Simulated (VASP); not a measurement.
Here is a VASP 6.6.1 calculation.

The input INCAR:

```
PREC = Accurate ; ENCUT = 520
EDIFF = 1E-6 ; ISMEAR = 0
SIGMA = 0.1 ; LREAL = False
LASPH = True ; NELM = 150
ALGO = Normal ; ISIF = 2
LWAVE = False ; LCHARG = True
ISPIN = 2 ; MAGMOM = 4 4 0 0
LORBIT = 11 ; LMAXMIX = 4
GGA = PE ; LELF = True
LVHAR = True ; NBANDS = 29
```

Contents of KPOINTS:

```
Automatic mesh
0
Gamma
  6 6 4
```

File POSCAR:

```
MnSi
1.0
    3.3689833746      0.0000000000      0.0000000000
    0.0000000000      3.3689833746      0.0000000000
    0.0000000000      0.0000000000      4.2570034489
Mn Si
2 2
Direct
    0.0000000000      0.5000000000      0.2351000000
    0.5000000000      0.0000000000      0.7649000000
    0.0000000000      0.0000000000      0.0000000000
    0.5000000000      0.5000000000      0.0000000000
```

Potentials or basis: VASP PAW PBE potentials, release 64 (Mn_pv, Si).

Command:

```sh
$ cat potpaw_PBE.64/Mn_pv/POTCAR potpaw_PBE.64/Si/POTCAR > POTCAR
$ mpirun -np 1 vasp_std > vasp.out
```

Problem. Predict the pressure.

Solution. 98.5 GPa.

Problem. What does it give for the net moment?

Solution. 2.50 μB per cell.

Problem. What does it give for the largest force?

Solution. 11.752 eV/Å.

Problem. What does it give for the site moments?

Solution. Mn +1.24; Si -0.01 μB.

Stress tensor (GPa, compression positive):
```
116.30   0.00   0.00
  0.00 116.30   0.00
  0.00   0.00  62.82
```

Caveat: the k points lie up to 0.37 Å⁻¹ apart; forces of over 1 eV/Å act on the atoms, so gaps and moduli don't describe the material at rest.
